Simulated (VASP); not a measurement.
# CdSe (P2_1) in VASP: a series of runs

Runs on CdSe. Level: PBE. Tasks: single point.

All numbers are computed with VASP 6.6.1; they aren't measurements. Logs are shortened: lines on timing, memory, paths and dates and some standing lists are left out, and cuts for length are marked.

### Step 1. The cell of the first run

It takes space group P2_1 (No. 4, monoclinic). The conventional cell has a = 4.243 Å, b = 7.015 Å, c = 4.299 Å, α = 90.00°, β = 118.71°, γ = 90.00°. Within 3.4 Å of Cd (site symmetry 1) lie 4 Se at 2.60 to 2.66 Å. Se (site symmetry 1) has 4 Cd at 2.60 to 2.66 Å within 3.4 Å.

### Step 2. Single point, PBE (strain +0.0300 x Voigt [0, 0, 0, 0, 0, 1])

File INCAR:

```
  ALGO = Normal
  EDIFF = 1E-7
  ENCUT = 520
  GGA = PE
  ISIF = 2
  ISMEAR = 0
  LASPH = T
  LCHARG = F
  LREAL = F
  LWAVE = F
  NBANDS = 26
  NELM = 80
  PREC = Accurate
  SIGMA = 0.05
```

File KPOINTS:

```
k-points
0
Gamma
  6 6 4
```

File POSCAR:

```
CdSe
1.0
    4.2984999142      0.0644774987      0.0000000000
   -2.0934108053      3.6903713745      0.0000000000
    0.0000000000      0.0000000000      7.0152000000
Cd Se
2 2
Direct
    0.6666666667      0.3333333333      0.0000000000
    0.3333333333      0.6666666667      0.5000000000
    0.6666666667      0.3333333333      0.3750000000
    0.3333333333      0.6666666667      0.8750000000
```

Potentials or basis: VASP PAW PBE potentials, release 64 (Cd, Se).

On the command line:

```
cat potpaw_PBE.64/Cd/POTCAR potpaw_PBE.64/Se/POTCAR > POTCAR
mpirun -np 1 vasp_std > vasp.out
```

OUTCAR:

```text
EDIFF = 1E-7
   ENCUT = 520
   GGA = PE
   ISIF = 2
   ISMEAR = 0
   LASPH = T
   LREAL = F
   NELM = 80
   PREC = Accurate

 ion  position               nearest neighbor table
   1  0.667  0.333  0.000-   4 2.60   3 2.63   4 2.63   4 2.66
   2  0.333  0.667  0.500-   3 2.60   4 2.63   3 2.63   3 2.66
   3  0.667  0.333  0.375-   2 2.60   1 2.63   2 2.63   2 2.66
   4  0.333  0.667  0.875-   1 2.60   2 2.63   1 2.63   1 2.66

  Warning from LATTYP: Monoclinic adjustment (A1->A3, A2->A1, A3->A2)!
  LATTYP: Found a simple monoclinic cell.
 ALAT       =     4.2427832471
 B/A-ratio  =     1.6534429386
 C/A-ratio  =     1.0132460741
 COS(beta)  =    -0.4803040536

  Lattice vectors:

 A1 = (  -2.0934108053,   3.6903713745,   0.0000000000)
 A2 = (   0.0000000000,   0.0000000000,   7.0152000000)
 A3 = (   4.2984999142,   0.0644774987,   0.0000000000)

Analysis of symmetry for initial positions (statically):
=====================================================================
 Subroutine PRICEL returns:
 Original cell was already a primitive cell.

 Routine SETGRP: Setting up the symmetry group for a
 simple monoclinic supercell.

 Subroutine GETGRP returns: Found  2 space group operations
 (whereof  1 operations were pure point group operations)
 out of a pool of  4 trial point group operations.

The static configuration has the point symmetry C_1 .
 The point group associated with its full space group is C_2 .

Analysis of symmetry for dynamics (positions and initial velocities):
=====================================================================
 Subroutine PRICEL returns:
 Original cell was already a primitive cell.

 Routine SETGRP: Setting up the symmetry group for a
 simple monoclinic supercell.

 Subroutine GETGRP returns: Found  2 space group operations
 (whereof  1 operations were pure point group operations)
 out of a pool of  4 trial point group operations.

The dynamic configuration has the point symmetry C_1 .
 The point group associated with its full space group is C_2 .

 Subroutine INISYM returns: Found  2 space group operations
 (whereof  1 operations are pure point group operations),
 and found     1 'primitive' translations

----------------------------------------------------------------------------------------

                                     Primitive cell

  volume of cell :     112.2294

  direct lattice vectors                    reciprocal lattice vectors
     4.298499914  0.064477499  0.000000000     0.230676484  0.130854214  0.000000000
    -2.093410805  3.690371375  0.000000000    -0.004030338  0.268689177  0.000000000
     0.000000000  0.000000000  7.015200000     0.000000000  0.000000000  0.142547611

  length of vectors
     4.298983468  4.242783247  7.015200000     0.265206458  0.268719403  0.142547611

  position of ions in fractional coordinates (direct lattice)
     0.666666667  0.333333333  0.000000000
     0.333333333  0.666666667  0.500000000
     0.666666667  0.333333333  0.375000000
     0.333333333  0.666666667  0.875000000

  ion indices of the primitive-cell ions
   primitive index   ion index
                 1           1
                 2           2
                 3           3
                 4           4

----------------------------------------------------------------------------------------

 KPOINTS: k-points

Automatic generation of k-mesh.
 Grid dimensions read from file:
 generate k-points for:    6    6    4

 Generating k-lattice:

  Cartesian coordinates                     Fractional coordinates (reciprocal lattice)
     0.038446081  0.021809036  0.000000000     0.166666667  0.000000000  0.000000000
    -0.000671723  0.044781530  0.000000000    -0.000000000  0.166666667  0.000000000
     0.000000000  0.000000000  0.035636903     0.000000000  0.000000000  0.250000000

  Length of vectors
     0.044201076  0.044786567  0.035636903

  Shift w.r.t. Gamma in fractional coordinates (k-lattice)
     0.000000000  0.000000000  0.000000000

 Subroutine IBZKPT returns following result:
 ===========================================

 Found     60 irreducible k-points:

 Following reciprocal coordinates:
            Coordinates               Weight
  0.000000  0.000000  0.000000      1.000000
  0.166667 -0.000000  0.000000      2.000000
  0.333333  0.000000  0.000000      2.000000
  0.500000 -0.000000  0.000000      1.000000
 -0.000000  0.166667  0.000000      2.000000
  0.166667  0.166667  0.000000      2.000000
[... 16 lines left out ...]
  0.333333  0.000000  0.250000      4.000000
  0.500000 -0.000000  0.250000      2.000000
 [... further k-points ...]
   k-points           NKPTS =     60   k-points in BZ     NKDIM =     60   number of bands    NBANDS=     26
   number of dos      NEDOS =    301   number of ions     NIONS =      4
   total plane-waves  NPLWV =  55296
   dimension x,y,z NGX =    32 NGY =   32 NGZ =   54
   dimension x,y,z NGXF=    64 NGYF=   64 NGZF=  108
   ions per type =               2   2
   NGX,Y,Z   is equivalent  to a cutoff of  12.37, 12.54, 12.80 a.u.
   NGXF,Y,Z  is equivalent  to a cutoff of  24.75, 25.08, 25.59 a.u.
 SYSTEM =  unknown system
   PREC   = accura    normal or accurate (medium, high low for compatibility)
   ISTART =      0    job   : 0-new  1-cont  2-samecut
   ICHARG =      2    charge: 1-file 2-atom 10-const
   ISPIN  =      1    spin polarized calculation?
   LNONCOLLINEAR =      F non collinear calculations
   LSORBIT =      F    spin-orbit coupling
   LASPH  =      T    aspherical Exc in radial PAW
   ENCUT  =  520.0 eV  38.22 Ry    6.18 a.u.   7.99  7.89 13.04*2*pi/ulx,y,z
   NELM   =     80;   NELMIN=  2; NELMDL= -5     # of ELM steps
   EDIFF  = 0.1E-06   stopping-criterion for ELM
   LREAL  =      F    real-space projection
   EDIFFG = 0.1E-05   stopping-criterion for IOM
   NSW    =      0    number of steps for IOM
   IBRION =     -1    ionic relax: 0-MD 1-quasi-New 2-CG
   NFREE  =      0    steps in history (QN), initial steepest desc. (CG)
   ISIF   =      2    stress and relaxation
   ISYM   =      2    0-nonsym 1-usesym 2-fastsym
   POTIM  = 0.5000    time-step for ionic-motion
   TEBEG  =    0.0;   TEEND  =   0.0 temperature during run
   PSTRESS=    0.0 pullay stress
   NELECT =      36.0000    total number of electrons
   NUPDOWN=      -1.0000    fix difference up-down
   EMIN   =  10.00;   EMAX   =-10.00  energy-range for DOS
   EFERMI =   0.00;   METHOD = LEGACY
   ISMEAR =     0;   SIGMA  =   0.05  broadening in eV -4-tet -1-fermi 0-gaus
   EFERMI_NEDOS =   21; number of points for ismear=-14 and -15
   IALGO  =     38    algorithm
   IMIX   =      4    mixing-type and parameters
     AMIX     =   0.40;   BMIX     =  1.00
     AMIX_MAG =   1.60;   BMIX_MAG =  1.00
  volume/ion in A,a.u.               =      28.06       189.34
  Fermi-wavevector in a.u.,A,eV,Ry     =   1.120659  2.117738 17.087232  1.255876
  Thomas-Fermi vector in A             =   2.257307
   LORBIT       =      0    0 simple, 1 ext, 2 COOP (PROOUT), +10 PAW based schemes
   GGA     = PE    functional components
   LHFCALC =     F    Hartree Fock is set to
   AEXX    =    0.0000 exact exchange contribution
   IVDW    =     0    specifies the selected vdW correction
   LEPSILON=     F    determine dielectric tensor
   LRPA    =     F    only Hartree local field effects (RPA)
 non-spin polarized calculation
 Gauss-broadening in eV      SIGMA  =   0.05
  energy-cutoff  :      520.00
  volume of cell :      112.23
 maximum number of plane-waves:      3044
   NGX = 15   NGY = 15   NGZ = 27

 number of electron      36.0000001 magnetization

 Free energy of the ion-electron system (eV)
  ---------------------------------------------------
  ext. energy  EPLUGINS =         0.00000000
  ---------------------------------------------------
  free energy    TOTEN  =       -10.90660676 eV

  energy without entropy =      -10.90660676  energy(sigma->0) =      -10.90660676

 E-fermi :   1.2877     XC(G=0):  -8.8907

 val. band max:        1.0151501028   @ k =   0.0000   0.0000   0.0000
 cond. band min:       1.6350542216   @ k =   0.0000   0.0000   0.0000
 fundamental gap:      0.6199041187
 Fermi energy:         1.2877081181

 k-point     1 :       0.0000    0.0000    0.0000
  band No.  band energies     occupation
      1     -11.6479      2.00000
      2     -11.2673      2.00000
      3      -6.9775      2.00000
      4      -6.9704      2.00000
      5      -6.9557      2.00000
      6      -6.8966      2.00000
[... 18 lines left out ...]
     25       8.1486      0.00000
     26       8.6945      0.00000

 k-point     2 :       0.1667   -0.0000    0.0000
  band No.  band energies     occupation
      1     -11.5680      2.00000
      2     -11.2322      2.00000
      3      -6.9557      2.00000
      4      -6.9436      2.00000
      5      -6.8928      2.00000
      6      -6.8591      2.00000
[... 18 lines left out ...]
     25       8.2358      0.00000
     26       8.7328      0.00000

 k-point     3 :       0.3333    0.0000    0.0000
  band No.  band energies     occupation
      1     -11.3938      2.00000
      2     -11.1725      2.00000
      3      -6.9172      2.00000
      4      -6.9011      2.00000
      5      -6.7853      2.00000
      6      -6.7756      2.00000
[... 18 lines left out ...]
     25       8.7767      0.00000
     26       9.0989      0.00000

 k-point     4 :       0.5000   -0.0000    0.0000
  band No.  band energies     occupation
      1     -11.2904      2.00000
      2     -11.1574      2.00000
      3      -6.9031      2.00000
      4      -6.8862      2.00000
      5      -6.7505      2.00000
      6      -6.7098      2.00000
[... 18 lines left out ...]
     25       8.8949      0.00000
     26      10.5598      0.00000
[... 496 lines left out ...]
      1     -11.5177      2.00000
      2     -11.2797      2.00000
      3      -6.9363      2.00000
      4      -6.9315      2.00000
      5      -6.8843      2.00000
      6      -6.8720      2.00000
[... 18 lines left out ...]
     25       8.2719      0.00000
     26       8.4237      0.00000

 k-point    23 :       0.3333    0.0000    0.2500
  band No.  band energies     occupation
      1     -11.3587      2.00000
      2     -11.2019      2.00000
      3      -6.9072      2.00000
      4      -6.8840      2.00000
      5      -6.8073      2.00000
      6      -6.8014      2.00000
[... 18 lines left out ...]
     25       8.4871      0.00000
     26       9.5285      0.00000

 k-point    24 :       0.5000   -0.0000    0.2500
  band No.  band energies     occupation
      1     -11.2676      2.00000
      2     -11.1733      2.00000
      3      -6.8982      2.00000
      4      -6.8655      2.00000
      5      -6.7816      2.00000
      6      -6.7683      2.00000
[... 18 lines left out ...]
     25       9.1288      0.00000
     26      10.3659      0.00000

 [... further k-points ...]

------------------------ aborting loop because EDIFF is reached ----------------------------------------

  FORCE on cell =-STRESS in cart. coord.  units (eV):
  Direction    XX          YY          ZZ          XY          YZ          ZX
  --------------------------------------------------------------------------------------
  -------------------------------------------------------------------------------------
  Total        2.3469739      2.3188341      2.4248965     -0.7595665      0.0000000      0.0000000
  in kB       33.5051866     33.1034655     34.6176018    -10.8435027      0.0000000      0.0000000
  external PRESSURE =      33.7420846 kB  Pullay stress =       0.0000000 kB

 VOLUME and BASIS-vectors are now :
 -----------------------------------------------------------------------------
  energy-cutoff  :      520.00
  volume of cell :      112.23
      direct lattice vectors                 reciprocal lattice vectors
     4.298499914  0.064477499  0.000000000     0.230676484  0.130854214  0.000000000
    -2.093410805  3.690371375  0.000000000    -0.004030338  0.268689177  0.000000000
     0.000000000  0.000000000  7.015200000     0.000000000  0.000000000  0.142547611

 POSITION                                       TOTAL-FORCE (eV/Angst)
 -----------------------------------------------------------------------------------
      2.16786      1.27311      0.00000         0.178352     -0.007710     -0.012020
      0.03723      2.48174      3.50760        -0.178352      0.007710     -0.012020
      2.16786      1.27311      2.63070         0.216121     -0.008016      0.012020
      0.03723      2.48174      6.13830        -0.216121      0.008016      0.012020
 -----------------------------------------------------------------------------------
    total drift:                               -0.000000     -0.000000      0.000177

  FREE ENERGIE OF THE ION-ELECTRON SYSTEM (eV)
  ---------------------------------------------------
  free  energy   TOTEN  =       -10.9066067599 eV

  energy  without entropy=      -10.9066067599  energy(sigma->0) =      -10.90660676
```

Run time: 91 s. Hardware: 1 thread of AMD EPYC 9R45 (Zen 5), shared host; peak memory 0.29 GiB.

What came out:

- Free energy: -10.9066 eV
- Pressure: 3.4 GPa
- Largest force: 0.217 eV/Å
- Band gap on the k mesh: 0.62 eV

Forces on the atoms (eV/Å):
```
Cd   0.178 -0.008 -0.012
Cd  -0.178  0.008 -0.012
Se   0.216 -0.008  0.012
Se  -0.216  0.008  0.012
```

Levels at points of the mesh, in eV from the valence-band top:
| k point | band 16 | band 17 | band 18 | band 19 | band 20 | band 21 |
| --- | --- | --- | --- | --- | --- | --- |
| (0.00, 0.00, 0.00) | -0.10 | -0.09 | 0.00 | 0.62 | 2.17 | 5.70 |
| (0.50, 0.00, 0.00) | -1.81 | -1.38 | -0.71 | 3.24 | 3.44 | 4.71 |
| (0.00, 0.50, 0.00) | -1.91 | -1.39 | -0.80 | 3.17 | 3.29 | 4.72 |
| (0.50, 0.50, 0.00) | -2.01 | -1.41 | -0.89 | 3.09 | 3.14 | 4.73 |
| (0.00, 0.00, 0.50) | -0.49 | -0.40 | -0.40 | 2.33 | 2.33 | 5.81 |
| (0.50, 0.00, 0.50) | -1.44 | -1.30 | -1.30 | 2.94 | 2.94 | 4.85 |
| (0.00, 0.50, 0.50) | -1.44 | -1.39 | -1.39 | 2.88 | 2.88 | 4.81 |
| (0.50, 0.50, 0.50) | -1.50 | -1.41 | -1.41 | 2.82 | 2.82 | 4.78 |

Caveat: the cell differs from its parent crystal (strain +0.0300 x Voigt [0, 0, 0, 0, 0, 1]); the cell stands under pressure.

### Step 3. Single point, PBE (strain -0.0200 x Voigt [0, 0, 0, 0, 0, 1])

File INCAR:

```
SYSTEM = CdSe
ALGO = Normal
EDIFF = 1E-7
ENCUT = 520
GGA = PE
ISIF = 2
ISMEAR = 0
LASPH = .TRUE.
LCHARG = .FALSE.
LREAL = .FALSE.
LWAVE = .FALSE.
NBANDS = 26
NELM = 80
PREC = Accurate
SIGMA = 0.05
```

File KPOINTS:

```
k-points
0
G
  6 6 4
  0 0 0
```

Changes to POSCAR since step 2:

```diff
@@ -2,4 +2,4 @@
 1.0
-    4.2984999142      0.0644774987      0.0000000000
-   -2.0934108053      3.6903713745      0.0000000000
+    4.2984999142     -0.0429849991      0.0000000000
+   -2.1864760583      3.7441026235      0.0000000000
     0.0000000000      0.0000000000      7.0152000000
```

Potentials or basis: VASP PAW PBE potentials, release 64 (Cd, Se).

On the command line:

```
cat potpaw_PBE.64/Cd/POTCAR potpaw_PBE.64/Se/POTCAR > POTCAR
mpirun -np 1 vasp_std > vasp.out
```

It took 88 s on 1 thread of AMD EPYC 9R45 (Zen 5), shared host; peak memory 0.29 GiB.

It converged, with:

| Property | Result |
| --- | --- |
| Free energy | -10.9132 eV |
| Pressure | 3.3 GPa |
| Largest force | 0.145 eV/Å |
| Band gap on the k mesh | 0.64 eV |

Forces in eV/Å, atoms in the order of the input:
```
Cd  -0.119 -0.003 -0.016
Cd   0.119  0.003 -0.016
Se  -0.144 -0.004  0.016
Se   0.144  0.004  0.016
```

Stress tensor (GPa, compression positive):
```
3.30 0.72 0.00
0.72 3.28 0.00
0.00 0.00 3.45
```

Levels at points of the mesh, in eV from the valence-band top:
| k point | band 15 | band 16 | band 17 | band 18 | band 19 | band 20 | band 21 | band 22 |
| --- | --- | --- | --- | --- | --- | --- | --- | --- |
| (0.00, 0.00, 0.00) | -0.77 | -0.08 | -0.06 | 0.00 | 0.64 | 2.18 | 5.75 | 5.91 |
| (0.50, 0.00, 0.00) | -2.68 | -1.97 | -1.39 | -0.84 | 3.14 | 3.21 | 4.74 | 6.15 |
| (0.00, 0.50, 0.00) | -2.71 | -1.90 | -1.38 | -0.79 | 3.19 | 3.30 | 4.73 | 6.11 |
| (0.50, 0.50, 0.00) | -2.75 | -1.83 | -1.37 | -0.73 | 3.24 | 3.40 | 4.73 | 6.08 |
| (0.00, 0.00, 0.50) | -0.46 | -0.46 | -0.40 | -0.40 | 2.35 | 2.35 | 5.83 | 5.83 |
| (0.50, 0.00, 0.50) | -1.45 | -1.45 | -1.40 | -1.40 | 2.86 | 2.86 | 4.80 | 4.80 |
| (0.00, 0.50, 0.50) | -1.42 | -1.42 | -1.38 | -1.38 | 2.90 | 2.90 | 4.82 | 4.82 |
| (0.50, 0.50, 0.50) | -1.42 | -1.42 | -1.32 | -1.32 | 2.94 | 2.94 | 4.85 | 4.85 |

Caveat: the cell differs from its parent crystal (strain -0.0200 x Voigt [0, 0, 0, 0, 0, 1]); the cell stands under pressure.
